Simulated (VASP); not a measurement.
# Ca (P6_3/mmc) in VASP: further runs

The runs below take Ca through single point, relaxation of shape and atoms at fixed volume, with PBE.

All numbers are computed with VASP 6.6.1; they aren't measurements. Logs are shortened: lines on timing, memory, paths and dates and some standing lists are left out, and cuts for length are marked.

**1. The cell of the first run**

Symmetry: P6_3/mmc, No. 194, hexagonal system. Conventional cell: a = 4.006 Å, b = 4.006 Å, c = 6.171 Å, α = 90.00°, β = 90.00°, γ = 120.00°. Ca (site symmetry -6m2) has 12 Ca at 3.86 to 4.01 Å within 5.1 Å.

This isn't the form of Ca at room conditions, which is fcc.

**2. Single point, PBE (strained)**

INCAR reads:

```
  ALGO = Normal
  EDIFF = 1E-6
  ENCUT = 500
  GGA = PE
  GGA_COMPAT = False
  ISIF = 2
  ISMEAR = 0
  LASPH = True
  LCHARG = False
  LREAL = False
  LWAVE = False
  NBANDS = 17
  NELM = 120
  PREC = Accurate
  SIGMA = 0.1
```

KPOINTS reads:

```
k-points
0
Gamma
  12 12 8
```

POSCAR reads:

```
Ca
1.0
    4.0059889175      0.0000000000      0.0000000000
   -2.0029944587      3.4692881698      0.0000000000
    0.0000000000      0.0000000000      6.1713756000
Ca
2
Direct
    0.3333333333      0.6666666667      0.2500000000
    0.6666666667      0.3333333333      0.7500000000
```

Potentials or basis: VASP PAW PBE potentials, release 64 (Ca_sv).

Run with:

```bash
> cat potpaw_PBE.64/Ca_sv/POTCAR > POTCAR
> mpirun -np 1 vasp_std > vasp.out
```

OUTCAR:

```text
EDIFF = 1E-6
   ENCUT = 500
   GGA = PE
   ISIF = 2
   ISMEAR = 0
   LASPH = True
   LREAL = False
   NELM = 120
   PREC = Accurate

 ion  position               nearest neighbor table
   1  0.333  0.667  0.250-
   2  0.667  0.333  0.750-

  LATTYP: Found a hexagonal cell.
 ALAT       =     4.0059889175
 C/A-ratio  =     1.5405373622

  Lattice vectors:

 A1 = (   4.0059889175,   0.0000000000,   0.0000000000)
 A2 = (  -2.0029944587,   3.4692881698,   0.0000000000)
 A3 = (   0.0000000000,   0.0000000000,   6.1713756000)

Analysis of symmetry for initial positions (statically):
=====================================================================
 Subroutine PRICEL returns:
 Original cell was already a primitive cell.

 Routine SETGRP: Setting up the symmetry group for a
 hexagonal supercell.

 Subroutine GETGRP returns: Found 24 space group operations
 (whereof 12 operations were pure point group operations)
 out of a pool of 24 trial point group operations.

The static configuration has the point symmetry D_3d.
 The point group associated with its full space group is D_6h.

Analysis of symmetry for dynamics (positions and initial velocities):
=====================================================================
 Subroutine PRICEL returns:
 Original cell was already a primitive cell.

 Routine SETGRP: Setting up the symmetry group for a
 hexagonal supercell.

 Subroutine GETGRP returns: Found 24 space group operations
 (whereof 12 operations were pure point group operations)
 out of a pool of 24 trial point group operations.

The dynamic configuration has the point symmetry D_3d.
 The point group associated with its full space group is D_6h.

 Subroutine INISYM returns: Found 24 space group operations
 (whereof 12 operations are pure point group operations),
 and found     1 'primitive' translations

----------------------------------------------------------------------------------------

                                     Primitive cell

  volume of cell :      85.7693

  direct lattice vectors                    reciprocal lattice vectors
     4.005988917  0.000000000  0.000000000     0.249626252  0.144121784  0.000000000
    -2.002994459  3.469288170  0.000000000     0.000000000  0.288243568  0.000000000
     0.000000000  0.000000000  6.171375600     0.000000000  0.000000000  0.162038428
[... 81 lines left out ...]
   LASPH  =      T    aspherical Exc in radial PAW
   ENCUT  =  500.0 eV  36.75 Ry    6.06 a.u.   7.30  7.30 11.25*2*pi/ulx,y,z
   NELM   =    120;   NELMIN=  2; NELMDL= -5     # of ELM steps
   EDIFF  = 0.1E-05   stopping-criterion for ELM
   LREAL  =      F    real-space projection
   EDIFFG = 0.1E-04   stopping-criterion for IOM
   NSW    =      0    number of steps for IOM
   IBRION =     -1    ionic relax: 0-MD 1-quasi-New 2-CG
   NFREE  =      0    steps in history (QN), initial steepest desc. (CG)
   ISIF   =      2    stress and relaxation
   ISYM   =      2    0-nonsym 1-usesym 2-fastsym
   POTIM  = 0.5000    time-step for ionic-motion
   TEBEG  =    0.0;   TEEND  =   0.0 temperature during run
   PSTRESS=    0.0 pullay stress
   NELECT =      20.0000    total number of electrons
   NUPDOWN=      -1.0000    fix difference up-down
   EMIN   =  10.00;   EMAX   =-10.00  energy-range for DOS
   EFERMI =   0.00;   METHOD = LEGACY
   ISMEAR =     0;   SIGMA  =   0.10  broadening in eV -4-tet -1-fermi 0-gaus
   EFERMI_NEDOS =   21; number of points for ismear=-14 and -15
   IALGO  =     38    algorithm
   IMIX   =      4    mixing-type and parameters
     AMIX     =   0.40;   BMIX     =  1.00
     AMIX_MAG =   1.60;   BMIX_MAG =  1.00
  volume/ion in A,a.u.               =      42.88       289.40
  Fermi-wavevector in a.u.,A,eV,Ry     =   1.007645  1.904173 13.814649  1.015348
  Thomas-Fermi vector in A             =   2.140463
   LORBIT       =      0    0 simple, 1 ext, 2 COOP (PROOUT), +10 PAW based schemes
   GGA     = PE    functional components
   LHFCALC =     F    Hartree Fock is set to
   AEXX    =    0.0000 exact exchange contribution
   IVDW    =     0    specifies the selected vdW correction
   LEPSILON=     F    determine dielectric tensor
   LRPA    =     F    only Hartree local field effects (RPA)
 non-spin polarized calculation
 Gauss-broadening in eV      SIGMA  =   0.10
  energy-cutoff  :      500.00
  volume of cell :       85.77
 maximum number of plane-waves:      2213
 NGX is ok and might be reduce to    30
   NGX = 15   NGY = 15   NGZ = 23

 number of electron      20.0000006 magnetization

 Free energy of the ion-electron system (eV)
  ---------------------------------------------------
  ext. energy  EPLUGINS =         0.00000000
  ---------------------------------------------------
  free energy    TOTEN  =        -3.83551372 eV

  energy without entropy =       -3.82258353  energy(sigma->0) =       -3.82904862

 E-fermi :   1.9762     XC(G=0):  -7.6842

 val. band max:        1.9747196628   @ k =   0.1667   0.1667   0.0000
 cond. band min:       1.9782271611   @ k =   0.0000   0.0000   0.0000
 fundamental gap:      0.0035074983
 Fermi energy:         1.9762043943

 k-point     1 :       0.0000    0.0000    0.0000
  band No.  band energies     occupation
      1     -40.1452      2.00000
      2     -40.1290      2.00000
      3     -21.2109      2.00000
      4     -21.0903      2.00000
      5     -21.0903      2.00000
      6     -21.0652      2.00000
[... 457 lines left out ...]
      4     -21.1431      2.00000
      5     -21.1308      2.00000
      6     -21.1094      2.00000
[... 9 lines left out ...]
     16       5.1886      0.00000
     17       5.3533      0.00000

 [... further k-points ...]

------------------------ aborting loop because EDIFF is reached ----------------------------------------

  FORCE on cell =-STRESS in cart. coord.  units (eV):
  Direction    XX          YY          ZZ          XY          YZ          ZX
  --------------------------------------------------------------------------------------
  -------------------------------------------------------------------------------------
  Total       -0.3595741     -0.3595741      0.5596231     -0.0000000      0.0000000      0.0000000
  in kB       -6.7168685     -6.7168685     10.4537978     -0.0000000      0.0000000      0.0000000
  external PRESSURE =      -0.9933130 kB  Pullay stress =       0.0000000 kB

 VOLUME and BASIS-vectors are now :
 -----------------------------------------------------------------------------
  energy-cutoff  :      500.00
  volume of cell :       85.77
      direct lattice vectors                 reciprocal lattice vectors
     4.005988917  0.000000000  0.000000000     0.249626252  0.144121784  0.000000000
    -2.002994459  3.469288170  0.000000000     0.000000000  0.288243568  0.000000000
     0.000000000  0.000000000  6.171375600     0.000000000  0.000000000  0.162038428

 POSITION                                       TOTAL-FORCE (eV/Angst)
 -----------------------------------------------------------------------------------
     -0.00000      2.31286      1.54284         0.000000     -0.000000     -0.000000
      2.00299      1.15643      4.62853        -0.000000      0.000000      0.000000
 -----------------------------------------------------------------------------------
    total drift:                               -0.000000      0.000000      0.000000

  FREE ENERGIE OF THE ION-ELECTRON SYSTEM (eV)
  ---------------------------------------------------
  free  energy   TOTEN  =        -3.8355137189 eV

  energy  without entropy=       -3.8225835298  energy(sigma->0) =       -3.82904862
```

OSZICAR:

```text
N       E                     dE             d eps       ncg     rms          rms(c)
DAV:   1     0.166999537392E+03    0.16700E+03   -0.99295E+03  3238   0.103E+03
DAV:   2     0.531120606214E+01   -0.16169E+03   -0.15983E+03  3732   0.310E+02
DAV:   3    -0.354648105186E+01   -0.88577E+01   -0.88065E+01  6213   0.528E+01
DAV:   4    -0.384007480439E+01   -0.29359E+00   -0.29319E+00  4101   0.102E+01
DAV:   5    -0.385442318890E+01   -0.14348E-01   -0.14343E-01  5408   0.146E+00    0.306E+00
DAV:   6    -0.383934329342E+01    0.15080E-01   -0.26602E-02  4125   0.150E+00    0.187E+00
DAV:   7    -0.383629747592E+01    0.30458E-02   -0.35381E-02  4003   0.193E+00    0.134E-01
DAV:   8    -0.383547019843E+01    0.82728E-03   -0.36641E-03  4021   0.514E-01    0.217E-02
DAV:   9    -0.383551053856E+01   -0.40340E-04   -0.32633E-04  6105   0.780E-02    0.206E-02
DAV:  10    -0.383551644754E+01   -0.59090E-05   -0.40229E-05  4117   0.599E-02    0.110E-02
DAV:  11    -0.383551377844E+01    0.26691E-05   -0.41079E-06  4487   0.202E-02    0.395E-03
DAV:  12    -0.383551371894E+01    0.59501E-07   -0.17702E-07  3340   0.306E-03
   1 F= -.38355137E+01 E0= -.38290486E+01  d E =-.129302E-01
```

It took 3.5 min on 1 thread of Intel Xeon 8259CL, shared host; peak memory 0.26 GiB.

Results:

| Item | Value |
| --- | --- |
| Free energy | -3.8355 eV |
| Pressure | -0.1 GPa |
| Band gap on the k mesh | zero (bands 10 and 11 overlap by 0.50 eV) |

Levels at points of the mesh, in eV from the Fermi level:
| k point | band 6 | band 7 | band 8 | band 9 | band 10 | band 11 | band 12 | band 13 | band 14 | band 15 |
| --- | --- | --- | --- | --- | --- | --- | --- | --- | --- | --- |
| (0.00, 0.00, 0.00) | -23.04 | -23.04 | -23.04 | -4.08 | -0.89 | 0.00 | 2.17 | 2.17 | 2.45 | 2.54 |
| (0.50, 0.00, 0.00) | -23.09 | -23.08 | -23.05 | -1.27 | -0.83 | 0.23 | 0.31 | 1.42 | 1.97 | 2.06 |
| (0.00, 0.00, 0.50) | -23.05 | -23.05 | -23.05 | -2.99 | -2.99 | 1.54 | 1.54 | 2.11 | 2.11 | 2.11 |
| (0.50, 0.00, 0.50) | -23.07 | -23.07 | -23.07 | -0.75 | -0.75 | 0.00 | 0.00 | 1.49 | 1.49 | 2.66 |

Caveat: the cell differs from its parent crystal (strained).

**3. Relaxation of shape and atoms at fixed volume, PBE (38.56 Å³/atom)**

This run uses another cell than the first one, of 38.56 Å³/atom.

INCAR reads:

```
SYSTEM = Ca
ALGO     = Fast           ! electronic algorithm
EDIFF    = 1E-7           ! SCF threshold, eV
EDIFFG   = -0.01          ! ionic threshold
ENCUT    = 600            ! plane-wave cutoff, eV
GGA      = PE             ! functional
IBRION   = 2              ! ionic algorithm
ISIF     = 4              ! what is computed and relaxed
ISMEAR   = 0              ! smearing method
LASPH    = .TRUE.         ! aspherical terms in the spheres
LCHARG   = .FALSE.        ! write CHGCAR
LREAL    = .FALSE.        ! projectors in reciprocal space
LWAVE    = .FALSE.        ! write WAVECAR
NELM     = 60             ! most SCF steps
NSW      = 50             ! ionic steps
PREC     = Accurate       ! precision mode
SIGMA    = 0.1            ! smearing width, eV
```

KPOINTS reads:

```
k-points
0
G
  12 12 8
  0 0 0
```

POSCAR reads:

```
Ca
1.0
    3.7845398018      0.0000000000      0.0000000000
   -1.8922699009      3.2775076100      0.0000000000
    0.0000000000      0.0000000000      6.2177356143
Ca
2
Direct
    0.3333333333      0.6666666667      0.2500000000
    0.6666666667      0.3333333333      0.7500000000
```

Potentials or basis: VASP PAW PBE potentials, release 64 (Ca_sv).

Run with:

```bash
> cat potpaw_PBE.64/Ca_sv/POTCAR > POTCAR
> mpirun -np 1 vasp_std > vasp.out
```

It took 8.1 min on 1 thread of Oxide Virtual Turin-like, shared host; peak memory 0.25 GiB.

It converged, with:

* Free energy: -3.8135 eV
* Energy gained by relaxing: 0.1 meV/atom
* Ionic steps: 3
* Pressure after relaxing: 1.9 GPa
* Band gap on the k mesh: zero (bands 10 and 11 overlap by 0.43 eV)

The path:
```
step  energy change (eV)  largest force (eV/Å)  pressure (GPa)  volume (Å³)
   1              0.0000                0.0000            1.95        77.12
   2             -0.0001                0.0000            1.95        77.12
   3             -0.0002                0.0000            1.94        77.12
```

Final structure:
```xyz
2
Lattice="3.7777 0.0000 0.0000 -1.8889 3.2716 0.0000 0.0000 0.0000 6.2402" Properties=species:S:1:pos:R:3 pbc="T T T"
Ca    0.0000    2.1811    1.5601
Ca    1.8889    1.0905    4.6802
```

Levels at points of the mesh, in eV from the Fermi level:
```tsv
k point	band 7	band 8	band 9	band 10	band 11	band 12	band 13	band 14
(0.00, 0.00, 0.00)	-22.77	-22.76	-4.25	-1.13	-0.20	2.33	2.38	2.39
(0.50, 0.00, 0.00)	-22.80	-22.80	-1.14	-0.69	0.11	0.31	1.42	2.00
(0.00, 0.00, 0.50)	-22.78	-22.78	-3.18	-3.18	1.38	1.38	2.38	2.38
(0.50, 0.00, 0.50)	-22.81	-22.81	-0.77	-0.77	0.16	0.16	1.47	1.47
```

**4. Relaxation of shape and atoms at fixed volume, PBE (39.83 Å³/atom)**

This run uses another cell than the first one, of 39.83 Å³/atom.

Changes to INCAR since step 3:

```diff
@@ -2,3 +2,3 @@
 ALGO     = Fast           ! electronic algorithm
-EDIFF    = 1E-7           ! SCF threshold, eV
+EDIFF    = 1E-6           ! SCF threshold, eV
 EDIFFG   = -0.01          ! ionic threshold
@@ -13,3 +13,3 @@
 LWAVE    = .FALSE.        ! write WAVECAR
-NELM     = 60             ! most SCF steps
+NELM     = 100            ! most SCF steps
 NSW      = 50             ! ionic steps
```

KPOINTS is that of step 3.

POSCAR reads:

```
Ca
1.0
    3.8256793270      0.0000000000      0.0000000000
   -1.9128396635      3.3131354839      0.0000000000
    0.0000000000      0.0000000000      6.2853249923
Ca
2
Direct
    0.3333333333      0.6666666667      0.2500000000
    0.6666666667      0.3333333333      0.7500000000
```

Run with:

```bash
> cat potpaw_PBE.64/Ca_sv/POTCAR > POTCAR
> mpirun -np 1 vasp_std > vasp.out
```

It took 4 min on 1 thread of Oxide Virtual Turin-like, shared host; peak memory 0.27 GiB.

Results (log left out):

```yaml
Free_energy: -3.8386 eV
Energy_gained_by_relaxing: 0.0 meV/atom
Ionic_steps: 3
Pressure_after_relaxing: 1.2 GPa
Band_gap_on_the_k_mesh: zero (bands 10 and 11 overlap by 0.45 eV)
```

Final structure:
```
CELL_PARAMETERS angstrom
3.82106 0.00000 0.00000
-1.91053 3.30914 0.00000
0.00000 0.00000 6.30053
ATOMIC_POSITIONS crystal
Ca 0.33333 0.66667 0.25000
Ca 0.66667 0.33333 0.75000
```

Levels at points of the mesh, in eV from the Fermi level:
```
           k point  band 8  band 9  band 10  band 11  band 12  band 13
(0.00, 0.00, 0.00)  -22.84   -4.20    -1.12    -0.22     2.29     2.34
(0.50, 0.00, 0.00)  -22.87   -1.15    -0.70     0.14     0.32     1.39
(0.00, 0.00, 0.50)  -22.86   -3.15    -3.15     1.37     1.37     2.33
(0.50, 0.00, 0.50)  -22.89   -0.75    -0.75     0.12     0.12     1.45
```

**5. Summary**

```csv
task,cell,cutoff (eV),gap on the mesh (eV),pressure (GPa)
single point,"a = 4.006, b = 4.006, c = 6.171 Å, angles 90.0, 90.0, 120.0°, 2 atoms",500,none,-0.1
relaxation of shape and atoms at fixed volume,"relaxed from a = 3.785, b = 3.785, c = 6.218 Å, angles 90.0, 90.0, 120.0°, 2 atoms",600,none,1.9
relaxation of shape and atoms at fixed volume,"relaxed from a = 3.826, b = 3.826, c = 6.285 Å, angles 90.0, 90.0, 120.0°, 2 atoms",600,none,1.2
```

Alike in all rows: level PBE; potentials or basis VASP PAW PBE potentials, release 64 (Ca_sv); no spin polarisation; k mesh 12 × 12 × 8; smearing gaussian 0.1 eV.

Absolute energies hang on the potentials; compare differences alone.
